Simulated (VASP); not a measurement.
# Cu in VASP: single point with PBE

Aim: the single point of Cu with PBE.

Everything below comes from runs of VASP 6.6.1. Logs are shortened: lines on timing, memory, paths and dates and some standing lists are left out, and cuts for length are marked.

## 1. The cell of the first run

The cell holds a slab with vacuum, 5 atoms: a = 2.566 Å, b = 3.630 Å, c = 26.963 Å, α = 90.00°, β = 90.00°, γ = 90.00°.

## 2. Single point, PBE

Contents of INCAR:

```
PREC = Accurate ; ENCUT = 520
EDIFF = 1E-7 ; ISMEAR = -1
SIGMA = 0.05 ; LREAL = F
LASPH = T ; NELM = 100
ALGO = Normal ; ISIF = 2
LWAVE = F ; LCHARG = T
LDIPOL = T ; IDIPOL = 3
DIPOL = 0.5 0.5 0.500 ; GGA = PE
LELF = T ; LVHAR = T
LVACPOTAV = T ; NBANDS = 36
```

Contents of KPOINTS:

```
regular mesh
0
Gamma
  16 11 1
```

Contents of POSCAR:

```
Cu
1.0
    2.5664536728      0.0000000000      0.0000000000
    0.0000000000      3.6295135912      0.0000000000
    0.0000000000      0.0000000000     26.9627000000
Cu
5
Direct
    0.0000000000      0.0000000000      0.4079704982
    0.5000000000      0.5000000000      0.4511598230
    0.0000000000      0.0000000000      0.5000000002
    0.5000000000      0.5000000000      0.5488401775
    0.0000000000      0.0000000000      0.5920295018
```

Potentials or basis: VASP PAW PBE potentials, release 64 (Cu).

Launch:

```console
$ cat potpaw_PBE.64/Cu/POTCAR > POTCAR
$ mpirun -np 1 vasp_std > vasp.out
```

OUTCAR:

```text
PREC = Accurate
   ENCUT = 520
   EDIFF = 1E-7
   ISMEAR = -1
   LREAL = F
   LASPH = T
   NELM = 100
   ISIF = 2
   GGA = PE

 ion  position               nearest neighbor table
   1  0.000  0.000  0.408-   3 2.48   2 2.51   2 2.51   2 2.51   2 2.51
   2  0.500  0.500  0.451-   1 2.51   1 2.51   1 2.51   1 2.51   3 2.58   3 2.58   3 2.58   3 2.58
                             4 2.63
   3  0.000  0.000  0.500-   5 2.48   1 2.48   2 2.58   2 2.58   2 2.58   2 2.58   4 2.58   4 2.58
                             4 2.58   4 2.58
   4  0.500  0.500  0.549-   5 2.51   5 2.51   5 2.51   5 2.51   3 2.58   3 2.58   3 2.58   3 2.58
                             2 2.63
   5  0.000  0.000  0.592-   3 2.48   4 2.51   4 2.51   4 2.51   4 2.51

  LATTYP: Found a simple orthorhombic cell.
 ALAT       =     2.5664536728
 B/A-ratio  =     1.4142135623
 C/A-ratio  =    10.5058198735

  Lattice vectors:

 A1 = (   2.5664536728,   0.0000000000,   0.0000000000)
 A2 = (   0.0000000000,   3.6295135912,   0.0000000000)
 A3 = (   0.0000000000,   0.0000000000,  26.9627000000)

Analysis of symmetry for initial positions (statically):
=====================================================================
 Subroutine PRICEL returns:
 Original cell was already a primitive cell.

 Routine SETGRP: Setting up the symmetry group for a
 simple orthorhombic supercell.

 Subroutine GETGRP returns: Found  8 space group operations
 (whereof  8 operations were pure point group operations)
 out of a pool of  8 trial point group operations.

The static configuration has the point symmetry D_2h.

Analysis of symmetry for dynamics (positions and initial velocities):
=====================================================================
 Subroutine PRICEL returns:
 Original cell was already a primitive cell.

 Routine SETGRP: Setting up the symmetry group for a
 simple orthorhombic supercell.

 Subroutine GETGRP returns: Found  8 space group operations
 (whereof  8 operations were pure point group operations)
 out of a pool of  8 trial point group operations.

The dynamic configuration has the point symmetry D_2h.

 Subroutine INISYM returns: Found  8 space group operations
 (whereof  8 operations are pure point group operations),
 and found     1 'primitive' translations

----------------------------------------------------------------------------------------

                                     Primitive cell

  volume of cell :     251.1570
[... 101 lines left out ...]
   ISIF   =      2    stress and relaxation
   ISYM   =      2    0-nonsym 1-usesym 2-fastsym
   POTIM  = 0.5000    time-step for ionic-motion
   TEBEG  =    0.0;   TEEND  =   0.0 temperature during run
   PSTRESS=    0.0 pullay stress
   NELECT =      55.0000    total number of electrons
   NUPDOWN=      -1.0000    fix difference up-down
   EMIN   =  10.00;   EMAX   =-10.00  energy-range for DOS
   EFERMI =   0.00;   METHOD = LEGACY
   ISMEAR =    -1;   SIGMA  =   0.05  broadening in eV -4-tet -1-fermi 0-gaus
   EFERMI_NEDOS =   21; number of points for ismear=-14 and -15
   IALGO  =     38    algorithm
   IMIX   =      4    mixing-type and parameters
     AMIX     =   0.40;   BMIX     =  1.00
     AMIX_MAG =   1.60;   BMIX_MAG =  1.00
  volume/ion in A,a.u.               =      50.23       338.98
  Fermi-wavevector in a.u.,A,eV,Ry     =   0.986766  1.864717 13.248078  0.973706
  Thomas-Fermi vector in A             =   2.118170
   LORBIT       =      0    0 simple, 1 ext, 2 COOP (PROOUT), +10 PAW based schemes
   GGA     = PE    functional components
   LHFCALC =     F    Hartree Fock is set to
   AEXX    =    0.0000 exact exchange contribution
   IVDW    =     0    specifies the selected vdW correction
   LEPSILON=     F    determine dielectric tensor
   LRPA    =     F    only Hartree local field effects (RPA)
 non-spin polarized calculation
  energy-cutoff  :      520.00
  volume of cell :      251.16
 maximum number of plane-waves:      6814
 NGX is ok and might be reduce to    20
   NGX =  9   NGY = 13   NGZ =101

 number of electron      54.9999962 magnetization

 dipolmoment           0.000000      0.000000     -0.000000 electrons x Angstroem

 Free energy of the ion-electron system (eV)
  ---------------------------------------------------
  ext. energy  EPLUGINS =         0.00000000
  ---------------------------------------------------
  free energy    TOTEN  =       -16.87046998 eV

  energy without entropy =      -16.85246748  energy(sigma->0) =      -16.86146873

 E-fermi :  -1.5159     XC(G=0):  -3.7389

 val. band max:       -1.5171099135   @ k =   0.0625   0.4545   0.0000
 cond. band min:      -1.5149753883   @ k =   0.3125   0.0000   0.0000
 fundamental gap:      0.0021345252
 Fermi energy:        -1.5159233936

 k-point     1 :       0.0000    0.0000    0.0000
  band No.  band energies     occupation
      1     -10.0692      2.00000
      2      -8.1393      2.00000
      3      -6.0774      2.00000
      4      -5.8722      2.00000
      5      -5.4514      2.00000
      6      -5.4239      2.00000
[... 925 lines left out ...]
     35       5.4540      0.00000
     36       5.5645      0.00000

 [... further k-points ...]

------------------------ aborting loop because EDIFF is reached ----------------------------------------

 vacuum level on the upper side and lower side of the slab       (xc-potential included)        -0.132        -0.132

  FORCE on cell =-STRESS in cart. coord.  units (eV):
  Direction    XX          YY          ZZ          XY          YZ          ZX
  --------------------------------------------------------------------------------------
  -------------------------------------------------------------------------------------
  Total       -1.3805581     -1.3238203      0.1571609      0.0000000      0.0000000      0.0000000
  in kB       -8.8068385     -8.4448975      1.0025590      0.0000000      0.0000000      0.0000000
  external PRESSURE =      -5.4163923 kB  Pullay stress =       0.0000000 kB

 VOLUME and BASIS-vectors are now :
 -----------------------------------------------------------------------------
  energy-cutoff  :      520.00
  volume of cell :      251.16
      direct lattice vectors                 reciprocal lattice vectors
     2.566453673  0.000000000  0.000000000     0.389642724  0.000000000  0.000000000
     0.000000000  3.629513591  0.000000000     0.000000000  0.275519012  0.000000000
     0.000000000  0.000000000 26.962700000     0.000000000  0.000000000  0.037088274

 POSITION                                       TOTAL-FORCE (eV/Angst)
 -----------------------------------------------------------------------------------
      0.00000      0.00000     10.99999        -0.000000      0.000000     -0.035767
      1.28323      1.81476     12.16449        -0.000000     -0.000000     -0.002266
      0.00000      0.00000     13.48135        -0.000000     -0.000000      0.000000
      1.28323      1.81476     14.79821        -0.000000     -0.000000      0.002266
      0.00000      0.00000     15.96271         0.000000      0.000000      0.035767
 -----------------------------------------------------------------------------------
    total drift:                               -0.000000      0.000000     -0.000015

  FREE ENERGIE OF THE ION-ELECTRON SYSTEM (eV)
  ---------------------------------------------------
  free  energy   TOTEN  =       -16.8704699789 eV

  energy  without entropy=      -16.8524674780  energy(sigma->0) =      -16.86146873

 vacuum level on the upper side and lower side of the slab         2.839         2.839
```

Run time: 26 min. Hardware: 1 thread of Oxide Virtual Turin-like, shared host; peak memory 0.52 GiB.

What came out:

```
Free energy                     : -16.8705 eV
Largest force                   : 0.036 eV/Å
Band gap on the k mesh          : zero (an odd number of electrons rules out a gap without spin polarisation)
Work function of the upper face : 4.35 eV
Work function of the lower face : 4.35 eV
```

Forces in eV/Å, atoms in the order of the input:
```
Cu   0.000  0.000 -0.036
Cu   0.000  0.000 -0.002
Cu   0.000  0.000  0.000
Cu   0.000  0.000  0.002
Cu   0.000  0.000  0.036
```
